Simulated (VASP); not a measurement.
# K: relaxation of cell and atoms with PBE

The system is K.

```
K
1.0
     7.38674    0.00000    0.00000
    -3.69337    6.39711    0.00000
     0.00000    0.00000    4.52807
K
3
Direct
  0.00000 0.00000 0.00000
  0.33333 0.66667 0.50000
  0.66667 0.33333 0.50000
```

This isn't the form of K at room conditions, which is bcc.

| Quantity | Value |
| --- | --- |
| Program | VASP 6.6.1 |
| Task | relaxation of cell and atoms |
| Functional | PBE |
| Potentials or basis | VASP PAW PBE potentials, release 64 (K_sv) |
| Cutoff | 600 eV |
| k mesh | 5 × 5 × 7 |
| Occupations | fermi-dirac, width 0.1 eV |
| Spin | no spin polarisation |
| Dipole correction | no |
| Further INCAR settings | ALGO = Normal; EDIFF = 1e-06; IBRION = 2; EDIFFG = -0.01; NSW = 80; ISIF = 3 |

| Property | Result |
| --- | --- |
| Relaxed volume | 74.23 Å³/atom |
| Relaxed cell | a = 7.558 Å, b = 7.558 Å, c = 4.501 Å, α = 90.00°, β = 90.00°, γ = 120.00° |
| Space group after relaxing (to 0.1 Å) | P6/mmm (No. 191) |
| Energy gained by relaxing | 2.4 meV/atom |
| Ionic steps | 7 |
| Pressure after relaxing | 0.0 GPa |
| Band gap on the k mesh | zero (an odd number of electrons rules out a gap without spin polarisation) |

Step by step:
| step | energy change (eV) | largest force (eV/Å) | pressure (GPa) | volume (Å³) |
| --- | --- | --- | --- | --- |
| 1 | 0.0000 | 0.0000 | 0.16 | 213.97 |
| 2 | -0.0029 | 0.0000 | 0.12 | 216.18 |
| 3 | -0.0070 | 0.0000 | 0.00 | 222.89 |
| 4 | -0.0071 | 0.0000 | -0.02 | 224.01 |
| 5 | -0.0071 | 0.0000 | -0.01 | 223.81 |
| 6 | -0.0072 | 0.0000 | -0.01 | 223.51 |
| 7 | -0.0073 | 0.0000 | 0.00 | 222.70 |

Final structure:
```xyz
3
Lattice="7.5582 0.0000 0.0000 -3.7791 6.5456 0.0000 0.0000 0.0000 4.5015" Properties=species:S:1:pos:R:3 pbc="T T T"
K     0.0000    0.0000    0.0000
K     0.0000    4.3637    2.2507
K     3.7791    2.1819    2.2507
```

Levels at points of the mesh, in eV from the Fermi level:
| k point | band 10 | band 11 | band 12 | band 13 | band 14 | band 15 | band 16 | band 17 |
| --- | --- | --- | --- | --- | --- | --- | --- | --- |
| (0.00, 0.00, 0.00) | -15.55 | -15.55 | -15.53 | -2.13 | 1.16 | 1.16 | 1.17 | 1.17 |

It took 11 min on 1 thread of Intel Xeon 8259CL (shared host), peak memory 0.39 GiB.
